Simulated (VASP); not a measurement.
A run of VASP 6.6.1:

Contents of INCAR:

```
ALGO = Normal ; EDIFF = 1E-7
EDIFFG = -0.03 ; ENCUT = 520
GGA = PS ; GGA_COMPAT = F
IBRION = 2 ; ISIF = 2
ISMEAR = -1 ; ISYM = 0
LASPH = T ; LCHARG = F
LREAL = F ; LWAVE = F
NELM = 120 ; NELMIN = 4
NSW = 100 ; PREC = Accurate
SIGMA = 0.05
```

The input KPOINTS:

```
Automatic mesh
0
Gamma
  1 1 1
  0.25 0.25 0.25
```

File POSCAR:

```
Mg11CdO12
1.0
    0.0000000000      4.2144040000      4.2144040000
    4.2144040000      0.0000000000      4.2144040000
    6.3216060000      6.3216060000      0.0000000000
O Mg Cd
12 11 1
Direct
    0.7506000000      0.2451290000      0.1691520000
    0.2523660000      0.7480150000      0.4982340000
    0.7544130000      0.2472230000      0.8319730000
    0.2495160000      0.7542480000      0.1662360000
    0.7481220000      0.2509680000      0.5029690000
    0.2543100000      0.7499610000      0.8333320000
    0.2558310000      0.2508790000      0.4946150000
    0.7474220000      0.7508650000      0.1715390000
    0.7450980000      0.7555090000      0.8343400000
    0.2465250000      0.2486900000      0.1680820000
    0.2450940000      0.2495780000      0.8342850000
    0.7495280000      0.7482690000      0.5014110000
    0.0043620000      0.9924700000      0.0018250000
    0.9996350000      0.9950330000      0.6669620000
    0.0023810000      0.9934060000      0.3342590000
    0.4942850000      0.5008950000      0.0039160000
    0.5006750000      0.4950610000      0.6647870000
    0.0059390000      0.5020580000      0.9994420000
    0.4978920000      0.9956820000      0.3359150000
    0.0030860000      0.5056130000      0.6631230000
    0.5037590000      0.9933920000      0.9969890000
    0.0018950000      0.5021070000      0.3281300000
    0.5035970000      0.0016610000      0.6700820000
    0.4968970000      0.5068120000      0.3320500000
```

Potentials or basis: VASP PAW PBE potentials, release 64 (O, Mg, Cd).

Run with:

```bash
$ cat potpaw_PBE.64/O/POTCAR potpaw_PBE.64/Mg/POTCAR potpaw_PBE.64/Cd/POTCAR > POTCAR
$ mpirun -np 1 vasp_std > vasp.out
```

Hardware: 1 thread of Intel(R) Xeon(R) Platinum 8488C (Sapphire Rapids) (shared host).

Problem. How long does it take, and how much memory?

Solution. It took 4.7 min on 1 thread of Intel(R) Xeon(R) Platinum 8488C (Sapphire Rapids), on a shared host, peak memory 0.42 GiB. Counts: scf iterations 107, k points 1, ion steps 10.
